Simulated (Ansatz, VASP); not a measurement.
## CoSi2: VASP beside Ansatz

```
Co Si
1.0
     4.15550    0.00000    0.00000
    -2.07775    3.59877    0.00000
     0.00000    0.00000    2.51635
Co Si
1 2
Direct
  0.00000 0.00000 0.00000
  0.33333 0.66667 0.50000
  0.66667 0.33333 0.50000
```

Alike in both runs: functional PBE; k mesh 10 × 10 × 8; occupations fermi-dirac, width 0.08 eV; no spin polarisation.

Ansatz relaxed the structure, and its values are those at the end. VASP's run is a single point on that final structure, the one shown.

|  | VASP | Ansatz |
| --- | --- | --- |
| version | VASP 6.6.1 | Ansatz 0.2.0 |
| potentials or method | VASP PAW PBE potentials, release 64 (Co, Si) | PAW with Ansatz's default frozen-core files, scalar-relativistic |
| plane-wave cutoff (eV) | 520 | 420 |
| valence electrons in the cell | 17 | 25 |

VASP gave:

```
pressure (GPa) : -0.1
```

**Question.** Which values does Ansatz return?

**Answer.** Pressure (GPa): 0.0.

VASP's potentials hold 17 valence electrons a cell and Ansatz's 25, so a difference there can come from the potentials and not from the codes.
